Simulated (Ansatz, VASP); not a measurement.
One calculation of BaSr, two programs

The input INCAR:

```
  PREC = Accurate
  ENCUT = 600
  EDIFF = 1E-7
  ISMEAR = 0
  SIGMA = 0.1
  LREAL = False
  LASPH = True
  NELM = 100
  ALGO = Normal
  ISIF = 3
  LWAVE = False
  LCHARG = False
  GGA = CA
  IBRION = 2
  NSW = 100
  EDIFFG = -0.005
```

File KPOINTS:

```
Automatic mesh
0
Gamma
  10 10 6
```

File POSCAR:

```
BaSr
1.0
    2.5086023700     -3.4657214600      0.0000000000
    2.5086023700      3.4657214600      0.0000000000
    0.0000000000      0.0000000000      6.9208264000
Ba Sr
1 1
Direct
    0.0000000000      0.0000000000      0.0000000000
    0.5000000000      0.5000000000      0.5000000000
```

Input for Ansatz:

```yaml
crystal:
  lattice:
    - [2.50860237, -3.46572146, 0.0]
    - [2.50860237, 3.46572146, 0.0]
    - [0.0, 0.0, 6.9208264]
  atoms:
    - { symbol: Ba, position: [0.0, 0.0, 0.0] }
    - { symbol: Sr, position: [0.5, 0.5, 0.5] }
basis:
  ecutwfc: 420
kpoints:
  mp_grid: { grid: [10, 10, 6] }
hamiltonian:
  xc: lda
scf:
  occupations: { method: gaussian, width: 0.1 }
output:
  forces: true
  stress: true
  eigenvalues: true
relax:
  adjacent_minimum: "off"
  f_tol: 0.005
  max_steps: 80
  cell: { stress_tol: 0.05 }
```

Alike in both runs: task relaxation of cell and atoms; functional LDA; k mesh 10 × 10 × 6; occupations gaussian, width 0.1 eV; no spin polarisation.

```csv
,VASP,Ansatz
version,VASP 6.6.1,Ansatz 0.2.0
potentials or method,"VASP PAW LDA potentials, release 64 (Ba_sv, Sr_sv), cutoff 600 eV","scalar-relativistic, plane waves, PAW"
valence electrons in the cell,20,20
```

|  | VASP | Ansatz | Ansatz less VASP |
| --- | --- | --- | --- |
| gap on the k mesh at the Fermi level, each at its own relaxed structure (eV) | none | none | - |
| relaxed volume (Å³/atom) | 50.94 | 50.74 | -0.195 |
| relaxed length of the cell vector where the two differ most in proportion (Å) | 4.046 | 4.040 | -0.0060 |

LDA's correlation is that of Perdew and Zunger in VASP and of Perdew and Wang (1992) in Ansatz. A gap of «none» marks a metal or a gap that the smearing closes.

Spin-orbit coupling is off throughout. Noted on VASP's run: the volume moved by over 15 % at a fixed basis, so the end points are rough.
